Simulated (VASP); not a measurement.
**ReW4: single point with r2SCAN**

The system is ReW4, a slab with vacuum.

```
CELL_PARAMETERS angstrom
4.48116 0.00000 0.00000
-2.24058 3.88079 0.00000
0.00000 0.00000 19.65880
ATOMIC_POSITIONS crystal
W 0.83333 0.16667 0.42018
W 0.16667 0.83333 0.45639
W 0.83333 0.16667 0.54361
W 0.16667 0.83333 0.57982
Re 0.50000 0.50000 0.50000
```

* Program: VASP 6.6.1
* Task: single point
* Functional: r2SCAN
* Potentials or basis: VASP PAW PBE potentials, release 64 (W_sv, Re)
* Cutoff: 520 eV
* k mesh: 11 × 11 × 1
* Occupations: fermi-dirac, width 0.05 eV
* Spin: no spin polarisation

```json
{"Largest force": "0.413 eV/Å", "Band gap on the k mesh": "zero (an odd number of electrons rules out a gap without spin polarisation)"}
```

Forces in eV/Å, atoms in the order of the input:
```
W    0.000  0.000 -0.413
W    0.000  0.000  0.282
W    0.000  0.000 -0.282
W    0.000  0.000  0.413
Re   0.000  0.000  0.000
```

Levels at points of the mesh, in eV from the Fermi level:
```csv
k point,band 27,band 28,band 29,band 30,band 31,band 32,band 33,band 34,band 35,band 36
"(0.00, 0.00, 0.00)",-1.98,-1.76,-1.76,-1.32,-1.32,0.08,0.93,0.93,1.26,1.26
```

It took 22 min on 1 thread of AMD EPYC 9R45 96-Core Processor (Zen 5), with other jobs on the host, peak memory 0.56 GiB.

Caveat: the PAW data sets were made with another functional, which shifts forces and pressure a little; spin-orbit coupling is left out, which moves the levels of the heavy elements.
